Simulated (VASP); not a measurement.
Wanted: the native input for a VASP 6.6.1 run.

```
Task                   : single point
Functional             : r2SCAN
Potentials or basis    : VASP PAW PBE potentials, release 64 (P)
Cutoff                 : 520 eV
k mesh                 : 6 × 6 × 6
Occupations            : gaussian, width 0.1 eV
Spin                   : no spin polarisation
Dipole correction      : no
Further INCAR settings : ALGO = Normal; EDIFF = 1e-06; NBANDS = 8
```

P:

```
P
1.0
     3.25730    0.00000    0.00000
    -1.62865    2.82090    0.00000
     0.00000    0.00000    3.04354
P
1
Direct
  0.00000 0.00000 0.00000
```

This isn't the form of P at room conditions, which is orthorhombic.

One way to write it, as run:

POSCAR

```
P
1.0
    3.2572956256      0.0000000000      0.0000000000
   -1.6286478128      2.8209007594      0.0000000000
    0.0000000000      0.0000000000      3.0435356002
P
1
Direct
    0.0000000000      0.0000000000      0.0000000000
```

INCAR.step1

```
SYSTEM = P
  ALGO = Normal
  EDIFF = 1E-4
  ENCUT = 520
  GGA = PE
  ISMEAR = 0
  LASPH = .True.
  LCHARG = .False.
  LREAL = .False.
  LWAVE = .True.
  NBANDS = 8
  NELM = 80
  PREC = Accurate
  SIGMA = 0.1
```

INCAR.step2

```
SYSTEM = P
  ALGO = Normal
  EDIFF = 1E-6
  ENCUT = 520
  ISIF = 2
  ISMEAR = 0
  ISTART = 1
  LASPH = .True.
  LCHARG = .False.
  LMIXTAU = .True.
  LREAL = .False.
  LWAVE = .False.
  METAGGA = R2SCAN
  NBANDS = 8
  NELM = 80
  PREC = Accurate
  SIGMA = 0.1
```

KPOINTS

```
k-points
0
Gamma
  6 6 6
  0 0 0
```

Potentials or basis: VASP PAW PBE potentials, release 64 (P).

Launch:

```console
$ cat potpaw_PBE.64/P/POTCAR > POTCAR
$ cp INCAR.step1 INCAR
$ mpirun -np 1 vasp_std > vasp.out
$ cp INCAR.step2 INCAR
$ mpirun -np 1 vasp_std > vasp.out
```

Results of the run:

```json
{"Pressure": "-18.1 GPa", "Band gap on the k mesh": "zero (an odd number of electrons rules out a gap without spin polarisation)"}
```

Caveat: the k points lie up to 0.37 Å⁻¹ apart, too coarse for converged energies and pressures of a metal; the PAW data sets were made with another functional, which shifts forces and pressure a little.

Wall time 23 s on 1 thread of Intel Xeon 8259CL, with other jobs on the host, peak memory 0.13 GiB.
